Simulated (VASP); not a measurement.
## Ag: single point with PBEsol

Ag:

```
CELL_PARAMETERS angstrom
2.95708 0.00000 0.00000
-1.47854 2.56091 0.00000
0.00000 0.00000 9.33806
ATOMIC_POSITIONS crystal
Ag 0.33333 0.66667 0.25000
Ag 0.66667 0.33333 0.75000
Ag 0.00000 0.00000 0.00000
Ag 0.00000 0.00000 0.50000
```

This cell differs from its parent crystal: strain +0.030 along x and y, +0.000 along z.

| Item | Value |
| --- | --- |
| Program | VASP 6.6.1 |
| Task | single point |
| Functional | PBEsol |
| Potentials or basis | VASP PAW PBE potentials, release 64 (Ag) |
| Cutoff | 520 eV |
| k mesh | 18 × 18 × 6 |
| Occupations | gaussian, width 0.15 eV |
| Spin | no spin polarisation |
| Dipole correction | no |
| Further INCAR settings | ALGO = Fast; EDIFF = 1e-06; NBANDS = 30 |

The pressure is -5.8 GPa and the band gap on the k mesh is zero (bands 22 and 23 overlap by 6.14 eV).

Stress tensor (GPa, compression positive):
```
-6.74  0.00  0.00
 0.00 -6.74  0.00
 0.00  0.00 -4.01
```

Levels at points of the mesh, in eV from the Fermi level:
```tsv
k point	band 19	band 20	band 21	band 22	band 23	band 24	band 25	band 26
(0.00, 0.00, 0.00)	-3.57	-3.30	-3.30	-2.90	-2.90	-0.08	3.86	11.57
(0.50, 0.00, 0.00)	-2.73	-2.72	-0.22	0.74	0.87	1.41	4.03	4.14
(0.00, 0.00, 0.50)	-3.08	-3.08	-3.08	-3.08	-2.21	-2.21	6.82	6.82
(0.50, 0.00, 0.50)	-2.81	-2.81	0.18	0.18	1.27	1.27	4.58	4.58
```

It took 2.1 min on 1 thread of AMD EPYC 9R45 96-Core Processor (Zen 5), on a shared host, peak memory 0.32 GiB.

Caveat: the cell differs from its parent crystal (strain +0.030 along x and y, +0.000 along z); the cell stands under tension; the PAW data sets were made with another functional, which shifts forces and pressure a little.
